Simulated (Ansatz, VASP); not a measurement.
## LiF: VASP beside Ansatz

```
CELL_PARAMETERS angstrom
2.81606 0.00000 0.00000
-1.40803 2.43878 0.00000
0.00000 0.00000 4.61503
ATOMIC_POSITIONS crystal
Li 0.33333 0.66667 0.38115
Li 0.66667 0.33333 0.88115
F 0.33333 0.66667 0.99384
F 0.66667 0.33333 0.49384
```

Change from the starting cell: strain -0.080 along x and y, -0.040 along z, atoms carried along.

Alike in both runs: task single point; functional PBEsol; k mesh 9 × 9 × 6; occupations gaussian, width 0.05 eV; no spin polarisation.

|  | VASP | Ansatz |
| --- | --- | --- |
| version | VASP 6.6.1 | Ansatz 0.2.0 |
| potentials or method | VASP PAW PBE potentials, release 64 (Li_sv, F), cutoff 520 eV | scalar-relativistic, plane waves, PAW |
| valence electrons in the cell | 20 | 20 |

Ansatz gave:

```
gap on the k mesh at the Fermi level (eV) : 9.02
least direct gap on the mesh (eV)         : 9.02
rms of the force components (eV/Å)        : 0.188
```

Q: What did VASP give for the same quantities?

A: gap on the k mesh at the Fermi level (eV): 9.01; least direct gap on the mesh (eV): 9.01; rms of the force components (eV/Å): 0.198.

VASP's potentials were made for PBE, not for PBEsol. Atom by atom the forces differ by 0.011 eV/Å (rms over components). With one functional, cell and mesh, what is left measures potentials, basis and numerics.

Noted on VASP's run: the cutoff is short for stress, so the pressure is rough.
